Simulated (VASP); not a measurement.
Here is a VASP 6.6.1 calculation.

The input INCAR:

```
PREC = Accurate ; ENCUT = 520
EDIFF = 1E-8 ; ISMEAR = -1
SIGMA = 0.03 ; LREAL = False
LASPH = True ; NELM = 100
ALGO = Normal ; ISIF = 2
LWAVE = False ; LCHARG = False
GGA = PE ; LEFG = True
NBANDS = 11
```

Contents of KPOINTS:

```
Automatic mesh
0
Gamma
  13 13 13
```

The input POSCAR:

```
BN
1.0
    0.0000000000      1.8135050275      1.8135050275
    1.8135050275      0.0000000000      1.8135050275
    1.8135050275      1.8135050275      0.0000000000
B N
1 1
Direct
    0.0000000000      0.0000000000      0.0000000000
    0.7500000000      0.7500000000      0.7500000000
```

Potentials or basis: VASP PAW PBE potentials, release 64 (B, N).

Run with:

```sh
$ cat potpaw_PBE.64/B/POTCAR potpaw_PBE.64/N/POTCAR > POTCAR
$ mpirun -np 1 vasp_std > vasp.out
```

**Question.** Estimate the pressure.

**Answer.** -0.5 GPa.

**Question.** Estimate the band gap on the k mesh.

**Answer.** 4.52 eV, indirect (least direct gap 8.77 eV).

Caveat: without QUAD_EFG the Cq values of the log hold for a quadrupole moment of 1 mb, not for the nuclei. A k mesh can miss the band edges.
